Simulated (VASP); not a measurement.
# Ag (Im-3m) in VASP: further runs

Ag is run at these levels: PBE, RPBE, revPBE, r2SCAN, LDA; tasks: single point, relaxation of cell and atoms.

All numbers are computed with VASP 6.6.1; they aren't measurements. Logs are shortened: lines on timing, memory, paths and dates and some standing lists are left out, and cuts for length are marked.

### Step 1. The cell of the first run

The structure is cubic, space group Im-3m (No. 229). Conventional cell: a = 3.311 Å, b = 3.311 Å, c = 3.311 Å, α = 90.00°, β = 90.00°, γ = 90.00°. Within 3.8 Å of Ag (site symmetry m-3m) lie 14 Ag at 2.87 to 3.31 Å.

### Step 2. Single point, PBE

File INCAR:

```
PREC = Accurate
ENCUT = 520
EDIFF = 1E-7
ISMEAR = 0
SIGMA = 0.012
LREAL = False
LASPH = True
NELM = 100
ALGO = Normal
ISIF = 2
LWAVE = False
LCHARG = False
GGA = PE
NBANDS = 12
```

File KPOINTS:

```
regular mesh
0
Gamma
  11 11 11
```

File POSCAR:

```
Ag
1.0
   -1.6556540000      1.6556540000      1.6556540000
    1.6556540000     -1.6556540000      1.6556540000
    1.6556540000      1.6556540000     -1.6556540000
Ag
1
Direct
    0.0000000000      0.0000000000      0.0000000000
```

Potentials or basis: VASP PAW PBE potentials, release 64 (Ag).

The run is started by

```bash
$ cat potpaw_PBE.64/Ag/POTCAR > POTCAR
$ mpirun -np 1 vasp_std > vasp.out
```

OUTCAR:

```text
PREC = Accurate
   ENCUT = 520
   EDIFF = 1E-7
   ISMEAR = 0
   LREAL = False
   LASPH = True
   NELM = 100
   ISIF = 2
   GGA = PE

 ion  position               nearest neighbor table
   1  0.000  0.000  0.000-

  LATTYP: Found a body centered cubic cell.
 ALAT       =     3.3113080000

  Lattice vectors:

 A1 = (  -1.6556540000,   1.6556540000,   1.6556540000)
 A2 = (   1.6556540000,  -1.6556540000,   1.6556540000)
 A3 = (   1.6556540000,   1.6556540000,  -1.6556540000)

Analysis of symmetry for initial positions (statically):
=====================================================================
 Subroutine PRICEL returns:
 Original cell was already a primitive cell.

 Routine SETGRP: Setting up the symmetry group for a
 body centered cubic supercell.

 Subroutine GETGRP returns: Found 48 space group operations
[... 9 lines left out ...]

 Routine SETGRP: Setting up the symmetry group for a
 body centered cubic supercell.

 Subroutine GETGRP returns: Found 48 space group operations
[... 11 lines left out ...]
                                     Primitive cell

  volume of cell :      18.1538

  direct lattice vectors                    reciprocal lattice vectors
    -1.655654000  1.655654000  1.655654000     0.000000000  0.301995465  0.301995465
     1.655654000 -1.655654000  1.655654000     0.301995465  0.000000000  0.301995465
     1.655654000  1.655654000 -1.655654000     0.301995465  0.301995465  0.000000000

  length of vectors
     2.867676848  2.867676848  2.867676848     0.427086083  0.427086083  0.427086083

  position of ions in fractional coordinates (direct lattice)
     0.000000000  0.000000000  0.000000000

  ion indices of the primitive-cell ions
   primitive index   ion index
                 1           1

----------------------------------------------------------------------------------------

 KPOINTS: regular mesh

Automatic generation of k-mesh.
 Grid dimensions read from file:
 generate k-points for:   11   11   11

 Generating k-lattice:

  Cartesian coordinates                     Fractional coordinates (reciprocal lattice)
     0.000000000  0.027454133  0.027454133     0.090909091  0.000000000  0.000000000
     0.027454133  0.000000000  0.027454133     0.000000000  0.090909091  0.000000000
     0.027454133  0.027454133  0.000000000     0.000000000  0.000000000  0.090909091

  Length of vectors
     0.038826008  0.038826008  0.038826008

  Shift w.r.t. Gamma in fractional coordinates (k-lattice)
     0.000000000  0.000000000  0.000000000

 Subroutine IBZKPT returns following result:
 ===========================================

 Found     56 irreducible k-points:

 Following reciprocal coordinates:
            Coordinates               Weight
  0.000000  0.000000  0.000000      1.000000
  0.090909  0.000000  0.000000     12.000000
  0.181818  0.000000  0.000000     12.000000
  0.272727  0.000000  0.000000     12.000000
  0.363636  0.000000  0.000000     12.000000
  0.454545  0.000000  0.000000     12.000000
[... 16 lines left out ...]
  0.272727  0.181818  0.090909     48.000000
  0.363636  0.181818  0.090909     24.000000
 [... further k-points ...]
   k-points           NKPTS =     56   k-points in BZ     NKDIM =     56   number of bands    NBANDS=     12
   number of dos      NEDOS =    301   number of ions     NIONS =      1
   total plane-waves  NPLWV =  13824
   dimension x,y,z NGX =    24 NGY =   24 NGZ =   24
   dimension x,y,z NGXF=    48 NGYF=   48 NGZF=   48
   ions per type =               1
   NGX,Y,Z   is equivalent  to a cutoff of  13.91, 13.91, 13.91 a.u.
   NGXF,Y,Z  is equivalent  to a cutoff of  27.83, 27.83, 27.83 a.u.
 SYSTEM =  unknown system
   PREC   = accura    normal or accurate (medium, high low for compatibility)
   ISTART =      0    job   : 0-new  1-cont  2-samecut
   ICHARG =      2    charge: 1-file 2-atom 10-const
   ISPIN  =      1    spin polarized calculation?
   LNONCOLLINEAR =      F non collinear calculations
   LSORBIT =      F    spin-orbit coupling
   LASPH  =      T    aspherical Exc in radial PAW
   ENCUT  =  520.0 eV  38.22 Ry    6.18 a.u.   5.33  5.33  5.33*2*pi/ulx,y,z
   NELM   =    100;   NELMIN=  2; NELMDL= -5     # of ELM steps
   EDIFF  = 0.1E-06   stopping-criterion for ELM
   LREAL  =      F    real-space projection
   EDIFFG = 0.1E-05   stopping-criterion for IOM
   NSW    =      0    number of steps for IOM
   IBRION =     -1    ionic relax: 0-MD 1-quasi-New 2-CG
   NFREE  =      0    steps in history (QN), initial steepest desc. (CG)
   ISIF   =      2    stress and relaxation
   ISYM   =      2    0-nonsym 1-usesym 2-fastsym
   POTIM  = 0.5000    time-step for ionic-motion
   TEBEG  =    0.0;   TEEND  =   0.0 temperature during run
   PSTRESS=    0.0 pullay stress
   NELECT =      11.0000    total number of electrons
   NUPDOWN=      -1.0000    fix difference up-down
   EMIN   =  10.00;   EMAX   =-10.00  energy-range for DOS
   EFERMI =   0.00;   METHOD = LEGACY
   ISMEAR =     0;   SIGMA  =   0.01  broadening in eV -4-tet -1-fermi 0-gaus
   EFERMI_NEDOS =   21; number of points for ismear=-14 and -15
   IALGO  =     38    algorithm
   IMIX   =      4    mixing-type and parameters
     AMIX     =   0.40;   BMIX     =  1.00
     AMIX_MAG =   1.60;   BMIX_MAG =  1.00
  volume/ion in A,a.u.               =      18.15       122.51
  Fermi-wavevector in a.u.,A,eV,Ry     =   1.385318  2.617871 26.111022  1.919106
  Thomas-Fermi vector in A             =   2.509739
   LORBIT       =      0    0 simple, 1 ext, 2 COOP (PROOUT), +10 PAW based schemes
   GGA     = PE    functional components
   LHFCALC =     F    Hartree Fock is set to
   AEXX    =    0.0000 exact exchange contribution
   IVDW    =     0    specifies the selected vdW correction
   LEPSILON=     F    determine dielectric tensor
   LRPA    =     F    only Hartree local field effects (RPA)
 non-spin polarized calculation
 Gauss-broadening in eV      SIGMA  =   0.01
  energy-cutoff  :      520.00
  volume of cell :       18.15
 maximum number of plane-waves:       498
 NGX is ok and might be reduce to    24
   NGX = 11   NGY = 11   NGZ = 11

 number of electron      11.0000001 magnetization

 Free energy of the ion-electron system (eV)
  ---------------------------------------------------
  ext. energy  EPLUGINS =         0.00000000
  ---------------------------------------------------
  free energy    TOTEN  =        -2.69311232 eV

  energy without entropy =       -2.69287025  energy(sigma->0) =       -2.69299128

 E-fermi :   7.5553     XC(G=0): -11.8380

 val. band max:        7.5541558272   @ k =  -0.3636   0.4545   0.0909
 cond. band min:       7.7815694627   @ k =  -0.4545   0.4545   0.0909
 fundamental gap:      0.2274136355
 Fermi energy:         7.5552667767

 k-point     1 :       0.0000    0.0000    0.0000
  band No.  band energies     occupation
      1       0.2785      2.00000
      2       2.8972      2.00000
      3       2.8972      2.00000
      4       2.8972      2.00000
      5       4.0998      2.00000
      6       4.0998      2.00000
      7      25.3418      0.00000
      8      25.3418      0.00000
      9      25.3418      0.00000
     10      30.7070      0.00000
     11      30.7070      0.00000
     12      30.7070      0.00000

 k-point     2 :       0.0909    0.0000    0.0000
  band No.  band energies     occupation
      1       0.5355      2.00000
      2       2.8377      2.00000
      3       2.9083      2.00000
      4       3.0380      2.00000
      5       4.0382      2.00000
      6       4.1041      2.00000
      7      24.5323      0.00000
      8      25.1882      0.00000
      9      25.4887      0.00000
     10      28.7271      0.00000
     11      28.8691      0.00000
     12      29.2465      0.00000

 k-point     3 :       0.1818    0.0000    0.0000
  band No.  band energies     occupation
      1       1.2063      2.00000
      2       2.6819      2.00000
      3       2.9921      2.00000
      4       3.4338      2.00000
      5       3.9361      2.00000
      6       4.1191      2.00000
      7      21.8038      0.00000
      8      24.1438      0.00000
      9      25.8591      0.00000
     10      26.8176      0.00000
     11      27.6046      0.00000
     12      28.6881      0.00000

 k-point     4 :       0.2727    0.0000    0.0000
  band No.  band energies     occupation
      1       1.7281      2.00000
      2       2.4848      2.00000
      3       3.6427      2.00000
      4       3.9215      2.00000
      5       3.9981      2.00000
      6       4.1461      2.00000
      7      18.2483      0.00000
      8      22.6309      0.00000
      9      24.5025      0.00000
     10      26.2902      0.00000
     11      27.4660      0.00000
     12      30.0936      0.00000

 k-point     5 :       0.3636    0.0000    0.0000
  band No.  band energies     occupation
      1       1.6990      2.00000
      2       2.3101      2.00000
      3       3.9813      2.00000
      4       4.1787      2.00000
      5       4.5752      2.00000
      6       5.2787      2.00000
      7      14.7833      0.00000
      8      21.4319      0.00000
      9      22.6850      0.00000
     10      26.6330      0.00000
     11      27.6570      0.00000
     12      32.3038      0.00000
[... 228 lines left out ...]
      1       0.7873      2.00000
      2       2.9252      2.00000
      3       2.9252      2.00000
      4       3.0364      2.00000
      5       3.8928      2.00000
      6       4.1839      2.00000
      7      24.0694      0.00000
      8      25.3193      0.00000
      9      25.3193      0.00000
     10      26.4587      0.00000
     11      28.8340      0.00000
     12      28.8340      0.00000

 k-point    22 :       0.1818    0.1818    0.0909
  band No.  band energies     occupation
      1       2.2400      2.00000
      2       2.4714      2.00000
      3       2.9776      2.00000
      4       4.0499      2.00000
      5       4.1788      2.00000
      6       6.5417      2.00000
      7      16.9384      0.00000
      8      17.5920      0.00000
      9      19.6111      0.00000
     10      28.6829      0.00000
     11      32.4144      0.00000
     12      33.0846      0.00000

 k-point    23 :       0.2727    0.1818    0.0909
  band No.  band energies     occupation
      1       2.1390      2.00000
      2       2.3976      2.00000
      3       3.3817      2.00000
      4       4.1046      2.00000
      5       4.2303      2.00000
      6       8.4855      0.00000
      7      13.9779      0.00000
      8      16.4793      0.00000
      9      18.8890      0.00000
     10      29.3950      0.00000
     11      32.2265      0.00000
     12      33.4844      0.00000

 k-point    24 :       0.3636    0.1818    0.0909
  band No.  band energies     occupation
      1       2.0933      2.00000
      2       2.3608      2.00000
      3       3.5546      2.00000
      4       4.1392      2.00000
      5       4.2459      2.00000
      6      10.2927      0.00000
      7      11.7615      0.00000
      8      16.1471      0.00000
      9      18.6395      0.00000
     10      29.6147      0.00000
     11      32.1084      0.00000
     12      33.4971      0.00000

 [... further k-points ...]
[... 5 lines left out ...]
  --------------------------------------------------------------------------------------
  -------------------------------------------------------------------------------------
  Total       -0.1013870     -0.1013870     -0.1013870     -0.0000000     -0.0000000     -0.0000000
  in kB       -8.9479614     -8.9479614     -8.9479614     -0.0000000     -0.0000000     -0.0000000
  external PRESSURE =      -8.9479614 kB  Pullay stress =       0.0000000 kB

 VOLUME and BASIS-vectors are now :
 -----------------------------------------------------------------------------
  energy-cutoff  :      520.00
  volume of cell :       18.15
      direct lattice vectors                 reciprocal lattice vectors
    -1.655654000  1.655654000  1.655654000     0.000000000  0.301995465  0.301995465
     1.655654000 -1.655654000  1.655654000     0.301995465  0.000000000  0.301995465
     1.655654000  1.655654000 -1.655654000     0.301995465  0.301995465  0.000000000

 POSITION                                       TOTAL-FORCE (eV/Angst)
 -----------------------------------------------------------------------------------
      0.00000      0.00000      0.00000         0.000000      0.000000      0.000000
 -----------------------------------------------------------------------------------
    total drift:                                0.000000      0.000000     -0.000000

  FREE ENERGIE OF THE ION-ELECTRON SYSTEM (eV)
  ---------------------------------------------------
  free  energy   TOTEN  =        -2.6931123204 eV

  energy  without entropy=       -2.6928702469  energy(sigma->0) =       -2.69299128
```

Wall time 5.5 s (1 thread of Intel Xeon Platinum 8488C (Sapphire Rapids), shared host); peak memory 0.14 GiB.

Results:

| Quantity | Value |
| --- | --- |
| Free energy | -2.6931 eV |
| Pressure | -0.9 GPa |

### Step 3. Single point, RPBE

This run uses another cell than the first one, of 18.83 Å³/atom, 1.037 times its volume.

File INCAR:

```
SYSTEM = Ag
  PREC = Accurate
  ENCUT = 520
  EDIFF = 1E-7
  ISMEAR = -1
  SIGMA = 0.05
  LREAL = .FALSE.
  LASPH = .TRUE.
  NELM = 100
  ALGO = Normal
  ISIF = 2
  LWAVE = .FALSE.
  LCHARG = .FALSE.
  GGA = RP
  NBANDS = 12
```

File KPOINTS:

```
regular mesh
0
G
  11 11 11
  0 0 0
```

File POSCAR:

```
Ag
1.0
   -1.6759982540      1.6759982540      1.6759982540
    1.6759982540     -1.6759982540      1.6759982540
    1.6759982540      1.6759982540     -1.6759982540
Ag
1
Direct
    0.0000000000      0.0000000000      0.0000000000
```

Potentials or basis: VASP PAW PBE potentials, release 64 (Ag).

The run is started by

```bash
$ cat potpaw_PBE.64/Ag/POTCAR > POTCAR
$ mpirun -np 1 vasp_std > vasp.out
```

OUTCAR:

```text
SYSTEM = Ag
   PREC = Accurate
   ENCUT = 520
   EDIFF = 1E-7
   ISMEAR = -1
   LREAL = .FALSE.
   LASPH = .TRUE.
   NELM = 100
   ISIF = 2
   GGA = RP

 ion  position               nearest neighbor table
   1  0.000  0.000  0.000-

  LATTYP: Found a body centered cubic cell.
 ALAT       =     3.3519965080

  Lattice vectors:

 A1 = (  -1.6759982540,   1.6759982540,   1.6759982540)
 A2 = (   1.6759982540,  -1.6759982540,   1.6759982540)
 A3 = (   1.6759982540,   1.6759982540,  -1.6759982540)

Analysis of symmetry for initial positions (statically):
=====================================================================
 Subroutine PRICEL returns:
 Original cell was already a primitive cell.

 Routine SETGRP: Setting up the symmetry group for a
 body centered cubic supercell.

 Subroutine GETGRP returns: Found 48 space group operations
[... 9 lines left out ...]

 Routine SETGRP: Setting up the symmetry group for a
 body centered cubic supercell.

 Subroutine GETGRP returns: Found 48 space group operations
[... 11 lines left out ...]
                                     Primitive cell

[... 135 lines left out ...]

 E-fermi :   7.2785     XC(G=0): -11.4835

 val. band max:        7.2541973784   @ k =  -0.3636   0.4545   0.0909
 cond. band min:       7.5234153852   @ k =  -0.4545   0.4545   0.0909
 fundamental gap:      0.2692180068
 Fermi energy:         7.2785204514

 k-point     1 :       0.0000    0.0000    0.0000
  band No.  band energies     occupation
      1       0.2470      2.00000
      2       2.6810      2.00000
      3       2.6810      2.00000
      4       2.6810      2.00000
      5       3.8037      2.00000
      6       3.8037      2.00000
      7      24.8693      0.00000
      8      24.8693      0.00000
      9      24.8693      0.00000
     10      29.7965      0.00000
     11      29.7965      0.00000
     12      29.7965      0.00000
[... 331 lines left out ...]
 k-point    24 :       0.3636    0.1818    0.0909
  band No.  band energies     occupation
      1       1.9397      2.00000
      2       2.1895      2.00000
      3       3.3173      2.00000
      4       3.8393      2.00000
      5       3.9385      2.00000
      6       9.9394      0.00000
      7      11.2974      0.00000
      8      15.6511      0.00000
      9      18.1056      0.00000
     10      28.9564      0.00000
     11      31.4533      0.00000
     12      32.6781      0.00000

 [... further k-points ...]
[... 5 lines left out ...]
  --------------------------------------------------------------------------------------
  -------------------------------------------------------------------------------------
  Total       -0.0079363     -0.0079363     -0.0079363      0.0000000      0.0000000     -0.0000000
  in kB       -0.6752207     -0.6752207     -0.6752207      0.0000000      0.0000000     -0.0000000
  external PRESSURE =      -0.6752207 kB  Pullay stress =       0.0000000 kB

 VOLUME and BASIS-vectors are now :
 -----------------------------------------------------------------------------
  energy-cutoff  :      520.00
  volume of cell :       18.83
      direct lattice vectors                 reciprocal lattice vectors
    -1.675998254  1.675998254  1.675998254     0.000000000  0.298329666  0.298329666
     1.675998254 -1.675998254  1.675998254     0.298329666  0.000000000  0.298329666
     1.675998254  1.675998254 -1.675998254     0.298329666  0.298329666  0.000000000

 POSITION                                       TOTAL-FORCE (eV/Angst)
 -----------------------------------------------------------------------------------
      0.00000      0.00000      0.00000        -0.000000     -0.000000     -0.000000
 -----------------------------------------------------------------------------------
    total drift:                               -0.000000      0.000000      0.000000

  FREE ENERGIE OF THE ION-ELECTRON SYSTEM (eV)
  ---------------------------------------------------
  free  energy   TOTEN  =        -2.1818817786 eV

  energy  without entropy=       -2.1786524393  energy(sigma->0) =       -2.18026711
```

OSZICAR:

```text
N       E                     dE             d eps       ncg     rms          rms(c)
DAV:   1     0.528061633146E+02    0.52806E+02   -0.54794E+03  1384   0.814E+02
DAV:   2    -0.155846211472E+01   -0.54365E+02   -0.51163E+02  1540   0.191E+02
DAV:   3    -0.234594294827E+01   -0.78748E+00   -0.78711E+00  1604   0.247E+01
DAV:   4    -0.234831558705E+01   -0.23726E-02   -0.23726E-02  1516   0.141E+00
DAV:   5    -0.234833511638E+01   -0.19529E-04   -0.19530E-04  1588   0.118E-01    0.387E+00
DAV:   6    -0.218647087071E+01    0.16186E+00   -0.65999E-01  1480   0.724E+00    0.276E+00
DAV:   7    -0.218289471172E+01    0.35762E-02   -0.68032E-03  1492   0.794E-01    0.160E+00
DAV:   8    -0.218185872867E+01    0.10360E-02   -0.11259E-03  1472   0.297E-01    0.716E-02
DAV:   9    -0.218187241013E+01   -0.13681E-04   -0.13552E-05  1520   0.296E-02    0.287E-02
DAV:  10    -0.218188227919E+01   -0.98691E-05   -0.98029E-06  1488   0.317E-02    0.474E-03
DAV:  11    -0.218188184756E+01    0.43163E-06   -0.13953E-07  1460   0.332E-03    0.930E-04
DAV:  12    -0.218188177864E+01    0.68916E-07   -0.10029E-08   824   0.942E-04
   1 F= -.21818818E+01 E0= -.21802671E+01  d E =-.322934E-02
```

stdout:

```text
POSCAR found type information on POSCAR Ag
 POSCAR found :  1 types and       1 ions
 scaLAPACK will be used
 -----------------------------------------------------------------------------
|                                                                             |
|                                                                             |
|     You enforced a specific xc type in the INCAR file but a different       |
|     I HOPE YOU KNOW WHAT YOU ARE DOING!                                     |
|                                                                             |
 -----------------------------------------------------------------------------

 LDA part: xc-table for (Slater+PW92), standard interpolation
 POSCAR, INCAR and KPOINTS ok, starting setup
 FFT: planning ... GRIDC
 FFT: planning ... GRID_SOFT
 FFT: planning ... GRID
 WAVECAR not read
 entering main loop
```

Run time: 5.7 s. Hardware: 1 thread of Intel Xeon Platinum 8488C (Sapphire Rapids), shared host; peak memory 0.14 GiB.

Results:

```
Free energy : -2.1819 eV
Pressure    : -0.1 GPa
```

Levels at points of the mesh, in eV from the Fermi level:
| k point | band 3 | band 4 | band 5 | band 6 | band 7 | band 8 | band 9 | band 10 |
| --- | --- | --- | --- | --- | --- | --- | --- | --- |
| (0.00, 0.00, 0.00) | -4.60 | -4.60 | -3.47 | -3.47 | 17.59 | 17.59 | 17.59 | 22.52 |

Caveat: the PAW data sets were made with another functional, which shifts forces and pressure a little.

(Part 1 of 2 ends here.)
